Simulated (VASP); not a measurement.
# PbS in VASP: settings compared

The runs below take PbS through single point, with PBE, BHLYP.

Program: VASP 6.6.1. These are calculated values, not measurements. Logs are shortened: lines on timing, memory, paths and dates and some standing lists are left out, and cuts for length are marked.

## Step 1: The cell of the first run

The typed cell holds 2 atoms: a = 4.194 Å, b = 4.194 Å, c = 4.194 Å, α = 60.00°, β = 60.00°, γ = 60.00°.

## Step 2: Single point, PBE

Input file INCAR:

```
ALGO = Normal ; EDIFF = 1E-7
ENCUT = 520 ; GGA = PE
ISIF = 2 ; ISMEAR = 0
LASPH = True ; LCHARG = False
LREAL = False ; LWAVE = False
NBANDS = 17 ; NELM = 60
PREC = Accurate ; SIGMA = 0.05
```

Input file KPOINTS:

```
k-points
0
Gamma
  11 11 11
```

Input file POSCAR:

```
PbS
1.0
    0.0000000000      2.9657500000      2.9657500000
    2.9657500000      0.0000000000      2.9657500000
    2.9657500000      2.9657500000      0.0000000000
Pb S
1 1
Direct
   -0.0115120000      0.0138610000     -0.0022760000
    0.4938690000      0.5052960000      0.4970370000
```

Potentials or basis: VASP PAW PBE potentials, release 64 (Pb_d, S).

On the command line:

```sh
> cat potpaw_PBE.64/Pb_d/POTCAR potpaw_PBE.64/S/POTCAR > POTCAR
> mpirun -np 1 vasp_std > vasp.out
```

OUTCAR:

```text
EDIFF = 1E-7
   ENCUT = 520
   GGA = PE
   ISIF = 2
   ISMEAR = 0
   LASPH = True
   LREAL = False
   NELM = 60
   PREC = Accurate

 ion  position               nearest neighbor table
   1  0.988  0.014  0.998-   2 2.94   2 2.95   2 2.96   2 2.98   2 2.98   2 2.99
   2  0.494  0.505  0.497-   1 2.94   1 2.95   1 2.96   1 2.98   1 2.98   1 2.99

  LATTYP: Found a face centered cubic cell.
 ALAT       =     5.9315000000

  Lattice vectors:

 A1 = (   0.0000000000,   2.9657500000,   2.9657500000)
 A2 = (   2.9657500000,   0.0000000000,   2.9657500000)
 A3 = (   2.9657500000,   2.9657500000,   0.0000000000)

Analysis of symmetry for initial positions (statically):
=====================================================================
 Subroutine PRICEL returns:
 Original cell was already a primitive cell.

 Routine SETGRP: Setting up the symmetry group for a
 face centered cubic supercell.

 Subroutine GETGRP returns: Found  1 space group operations
 (whereof  1 operations were pure point group operations)
 out of a pool of 48 trial point group operations.

The static configuration has the point symmetry C_1 .

Analysis of symmetry for dynamics (positions and initial velocities):
=====================================================================
 Subroutine PRICEL returns:
 Original cell was already a primitive cell.

 Routine SETGRP: Setting up the symmetry group for a
 face centered cubic supercell.

 Subroutine GETGRP returns: Found  1 space group operations
 (whereof  1 operations were pure point group operations)
 out of a pool of 48 trial point group operations.

The dynamic configuration has the point symmetry C_1 .

 Subroutine INISYM returns: Found  1 space group operations
 (whereof  1 operations are pure point group operations),
 and found     1 'primitive' translations

----------------------------------------------------------------------------------------

                                     Primitive cell

  volume of cell :      52.1715

  direct lattice vectors                    reciprocal lattice vectors
     0.000000000  2.965750000  2.965750000    -0.168591419  0.168591419  0.168591419
     2.965750000  0.000000000  2.965750000     0.168591419 -0.168591419  0.168591419
     2.965750000  2.965750000  0.000000000     0.168591419  0.168591419 -0.168591419

  length of vectors
     4.194203873  4.194203873  4.194203873     0.292008903  0.292008903  0.292008903

  position of ions in fractional coordinates (direct lattice)
     0.988488000  0.013861000  0.997724000
     0.493869000  0.505296000  0.497037000

  ion indices of the primitive-cell ions
   primitive index   ion index
                 1           1
                 2           2

----------------------------------------------------------------------------------------

 KPOINTS: k-points

Automatic generation of k-mesh.
 Grid dimensions read from file:
 generate k-points for:   11   11   11

 Generating k-lattice:

  Cartesian coordinates                     Fractional coordinates (reciprocal lattice)
    -0.015326493  0.015326493  0.015326493     0.090909091  0.000000000  0.000000000
     0.015326493 -0.015326493  0.015326493     0.000000000  0.090909091  0.000000000
     0.015326493  0.015326493 -0.015326493     0.000000000  0.000000000  0.090909091

  Length of vectors
     0.026546264  0.026546264  0.026546264

  Shift w.r.t. Gamma in fractional coordinates (k-lattice)
     0.000000000  0.000000000  0.000000000

 Subroutine IBZKPT returns following result:
 ===========================================

 Found    666 irreducible k-points:

 Following reciprocal coordinates:
            Coordinates               Weight
  0.000000  0.000000  0.000000      1.000000
  0.090909  0.000000  0.000000      2.000000
  0.000000  0.090909  0.000000      2.000000
  0.000000  0.000000  0.090909      2.000000
  0.090909  0.090909  0.090909      2.000000
  0.181818  0.000000  0.000000      2.000000
[... 16 lines left out ...]
  0.000000  0.090909  0.090909      2.000000
  0.090909  0.000000  0.090909      2.000000
 [... further k-points ...]
   k-points           NKPTS =    666   k-points in BZ     NKDIM =    666   number of bands    NBANDS=     17
   number of dos      NEDOS =    301   number of ions     NIONS =      2
   total plane-waves  NPLWV =  32768
   dimension x,y,z NGX =    32 NGY =   32 NGZ =   32
   dimension x,y,z NGXF=    64 NGYF=   64 NGZF=   64
   ions per type =               1   1
   NGX,Y,Z   is equivalent  to a cutoff of  12.68, 12.68, 12.68 a.u.
   NGXF,Y,Z  is equivalent  to a cutoff of  25.37, 25.37, 25.37 a.u.
 SYSTEM =  unknown system
   PREC   = accura    normal or accurate (medium, high low for compatibility)
   ISTART =      0    job   : 0-new  1-cont  2-samecut
   ICHARG =      2    charge: 1-file 2-atom 10-const
   ISPIN  =      1    spin polarized calculation?
   LNONCOLLINEAR =      F non collinear calculations
   LSORBIT =      F    spin-orbit coupling
   LASPH  =      T    aspherical Exc in radial PAW
   ENCUT  =  520.0 eV  38.22 Ry    6.18 a.u.   7.80  7.80  7.80*2*pi/ulx,y,z
   NELM   =     60;   NELMIN=  2; NELMDL= -5     # of ELM steps
   EDIFF  = 0.1E-06   stopping-criterion for ELM
   LREAL  =      F    real-space projection
   EDIFFG = 0.1E-05   stopping-criterion for IOM
   NSW    =      0    number of steps for IOM
   IBRION =     -1    ionic relax: 0-MD 1-quasi-New 2-CG
   NFREE  =      0    steps in history (QN), initial steepest desc. (CG)
   ISIF   =      2    stress and relaxation
   ISYM   =      2    0-nonsym 1-usesym 2-fastsym
   POTIM  = 0.5000    time-step for ionic-motion
   TEBEG  =    0.0;   TEEND  =   0.0 temperature during run
   PSTRESS=    0.0 pullay stress
   NELECT =      20.0000    total number of electrons
   NUPDOWN=      -1.0000    fix difference up-down
   EMIN   =  10.00;   EMAX   =-10.00  energy-range for DOS
   EFERMI =   0.00;   METHOD = LEGACY
   ISMEAR =     0;   SIGMA  =   0.05  broadening in eV -4-tet -1-fermi 0-gaus
   EFERMI_NEDOS =   21; number of points for ismear=-14 and -15
   IALGO  =     38    algorithm
   IMIX   =      4    mixing-type and parameters
     AMIX     =   0.40;   BMIX     =  1.00
     AMIX_MAG =   1.60;   BMIX_MAG =  1.00
  volume/ion in A,a.u.               =      26.09       176.04
  Fermi-wavevector in a.u.,A,eV,Ry     =   1.189251  2.247359 19.242973  1.414319
  Thomas-Fermi vector in A             =   2.325363
   LORBIT       =      0    0 simple, 1 ext, 2 COOP (PROOUT), +10 PAW based schemes
   GGA     = PE    functional components
   LHFCALC =     F    Hartree Fock is set to
   AEXX    =    0.0000 exact exchange contribution
   IVDW    =     0    specifies the selected vdW correction
   LEPSILON=     F    determine dielectric tensor
   LRPA    =     F    only Hartree local field effects (RPA)
 non-spin polarized calculation
 Gauss-broadening in eV      SIGMA  =   0.05
  energy-cutoff  :      520.00
  volume of cell :       52.17
 maximum number of plane-waves:      1419
   NGX = 15   NGY = 15   NGZ = 15

 number of electron      19.9999999 magnetization

 Free energy of the ion-electron system (eV)
  ---------------------------------------------------
  ext. energy  EPLUGINS =         0.00000000
  ---------------------------------------------------
  free energy    TOTEN  =        -8.75536254 eV

  energy without entropy =       -8.75536254  energy(sigma->0) =       -8.75536254

 E-fermi :   5.9508     XC(G=0):  -9.6821

 val. band max:        5.6872678038   @ k =   0.0000   0.0000   0.4545
 cond. band min:       6.3532109094   @ k =   0.0000   0.0000   0.4545
 fundamental gap:      0.6659431057
 Fermi energy:         5.9508313144

 k-point     1 :       0.0000    0.0000    0.0000
  band No.  band energies     occupation
      1     -11.0017      2.00000
      2     -11.0015      2.00000
      3     -11.0015      2.00000
      4     -10.9853      2.00000
      5     -10.9852      2.00000
      6      -7.7761      2.00000
[... 9 lines left out ...]
     16      12.5640      0.00000
     17      14.4812      0.00000

 k-point     2 :       0.0909    0.0000    0.0000
  band No.  band energies     occupation
      1     -11.0012      2.00000
      2     -10.9996      2.00000
      3     -10.9995      2.00000
      4     -10.9862      2.00000
      5     -10.9861      2.00000
      6      -7.7051      2.00000
[... 9 lines left out ...]
     16      12.7758      0.00000
     17      15.1956      0.00000

 k-point     3 :       0.0000    0.0909    0.0000
  band No.  band energies     occupation
      1     -11.0013      2.00000
      2     -10.9995      2.00000
      3     -10.9995      2.00000
      4     -10.9862      2.00000
      5     -10.9861      2.00000
      6      -7.7052      2.00000
[... 9 lines left out ...]
     16      12.7711      0.00000
     17      15.1960      0.00000

 k-point     4 :       0.0000    0.0000    0.0909
  band No.  band energies     occupation
      1     -11.0012      2.00000
      2     -10.9996      2.00000
      3     -10.9995      2.00000
      4     -10.9861      2.00000
      5     -10.9861      2.00000
      6      -7.7051      2.00000
[... 9 lines left out ...]
     16      12.7763      0.00000
     17      15.1955      0.00000
[... 343 lines left out ...]
      1     -11.0036      2.00000
      2     -10.9971      2.00000
      3     -10.9969      2.00000
      4     -10.9914      2.00000
      5     -10.9832      2.00000
      6      -7.6808      2.00000
[... 9 lines left out ...]
     16      13.2312      0.00000
     17      15.0446      0.00000

 k-point    23 :       0.0000    0.0909    0.0909
  band No.  band energies     occupation
      1     -11.0037      2.00000
      2     -10.9970      2.00000
      3     -10.9969      2.00000
      4     -10.9914      2.00000
      5     -10.9832      2.00000
      6      -7.6808      2.00000
[... 9 lines left out ...]
     16      13.2332      0.00000
     17      15.0447      0.00000

 k-point    24 :       0.0909    0.0000    0.0909
  band No.  band energies     occupation
      1     -11.0036      2.00000
      2     -10.9971      2.00000
      3     -10.9969      2.00000
      4     -10.9914      2.00000
      5     -10.9832      2.00000
      6      -7.6808      2.00000
[... 9 lines left out ...]
     16      13.2315      0.00000
     17      15.0526      0.00000

 [... further k-points ...]
[... 5 lines left out ...]
  --------------------------------------------------------------------------------------
  -------------------------------------------------------------------------------------
  Total        0.7131264      0.7055428      0.7041839     -0.0012578     -0.0004790      0.0009497
  in kB       21.8999688     21.6670787     21.6253451     -0.0386265     -0.0147087      0.0291637
  external PRESSURE =      21.7307975 kB  Pullay stress =       0.0000000 kB

 VOLUME and BASIS-vectors are now :
 -----------------------------------------------------------------------------
  energy-cutoff  :      520.00
  volume of cell :       52.17
      direct lattice vectors                 reciprocal lattice vectors
     0.000000000  2.965750000  2.965750000    -0.168591419  0.168591419  0.168591419
     2.965750000  0.000000000  2.965750000     0.168591419 -0.168591419  0.168591419
     2.965750000  2.965750000  0.000000000     0.168591419  0.168591419 -0.168591419

 POSITION                                       TOTAL-FORCE (eV/Angst)
 -----------------------------------------------------------------------------------
      3.00011      5.89061      2.97272        -0.016295      0.008283     -0.005569
      2.97267      2.93878      2.96327         0.016295     -0.008283      0.005569
 -----------------------------------------------------------------------------------
    total drift:                               -0.000083     -0.000010      0.000023

  FREE ENERGIE OF THE ION-ELECTRON SYSTEM (eV)
  ---------------------------------------------------
  free  energy   TOTEN  =        -8.7553625423 eV

  energy  without entropy=       -8.7553625423  energy(sigma->0) =       -8.75536254
```

Wall time 10 min (1 thread of Intel Xeon 8259CL, shared host); peak memory 0.63 GiB.

What came out:

| Item | Value |
| --- | --- |
| Free energy | -8.7554 eV |
| Pressure | 2.2 GPa |
| Largest force | 0.019 eV/Å |
| Band gap on the k mesh | 0.67 eV |

Forces in eV/Å, atoms in the order of the input:
```
Pb  -0.016  0.008 -0.006
S    0.016 -0.008  0.006
```

Levels at points of the mesh, in eV from the valence-band top:
```tsv
k point	band 7	band 8	band 9	band 10	band 11	band 12	band 13	band 14
(0.00, 0.00, 0.00)	-5.90	-2.04	-2.04	-2.04	5.34	5.34	5.35	6.87
```

Caveat: spin-orbit coupling is left out, which moves the levels of the heavy elements.

## Step 3: Single point, BHLYP

This run uses another cell than the first one, of 24.52 Å³/atom.

Input file POSCAR:

```
PbS
1.0
    0.0000000000      2.9052075019      2.9052075019
    2.9052075019      0.0000000000      2.9052075019
    2.9052075019      2.9052075019      0.0000000000
Pb S
1 1
Direct
    0.0000000000      0.0000000000      0.0000000000
    0.5000000000      0.5000000000      0.5000000000
```

Input file INCAR.step1:

```
PREC = Accurate
ENCUT = 520
EDIFF = 1E-5
ISMEAR = -1
SIGMA = 0.05
LREAL = False
LASPH = True
NELM = 60
ALGO = Normal
ISIF = 2
LWAVE = True
GGA = PE
NBANDS = 17
```

Input file INCAR.step2:

```
PREC = Accurate
ENCUT = 520
EDIFF = 1E-7
ISMEAR = -1
SIGMA = 0.05
LREAL = False
LASPH = True
NELM = 60
ALGO = Normal
ISIF = 2
LWAVE = False
LCHARG = True
GGA = B5
LHFCALC = True
AEXX = 0.5
ALDAX = 0.5
AGGAX = 0.5
AGGAC = 1.0
ALDAC = 0.0
PRECFOCK = Normal
LELF = True
LVHAR = True
ISTART = 1
NBANDS = 17
```

Input file KPOINTS:

```
Automatic mesh
0
Gamma
  4 4 4
```

Potentials or basis: VASP PAW PBE potentials, release 64 (Pb_d, S).

On the command line:

```sh
> cat potpaw_PBE.64/Pb_d/POTCAR potpaw_PBE.64/S/POTCAR > POTCAR
> cp INCAR.step1 INCAR
> mpirun -np 1 vasp_std > vasp.out
> cp INCAR.step2 INCAR
> mpirun -np 1 vasp_std > vasp.out
```

Run time: 9.4 min. Hardware: 1 thread of AMD EPYC 7R13 (Zen 3), shared host; peak memory 0.16 GiB.

Results (log left out):

| Item | Value |
| --- | --- |
| Free energy | -13.1111 eV |
| Pressure | 8.6 GPa |
| Band gap on the k mesh | 2.54 eV |

Levels at points of the mesh, in eV from the valence-band top:
| k point | band 8 | band 9 | band 10 | band 11 | band 12 | band 13 |
| --- | --- | --- | --- | --- | --- | --- |
| (0.00, 0.00, 0.00) | -3.46 | -3.46 | -3.46 | 8.41 | 8.41 | 8.41 |
| (0.50, 0.00, 0.00) | -2.94 | -2.94 | 0.00 | 2.54 | 4.21 | 4.21 |
| (0.50, 0.50, 0.00) | -7.29 | -5.06 | -5.06 | 6.24 | 9.05 | 9.10 |

Caveat: the k points lie up to 0.47 Å⁻¹ apart; the PAW data sets were made with another functional, which shifts forces and pressure a little; spin-orbit coupling is left out, which moves the levels of the heavy elements. A k mesh can miss the band edges.
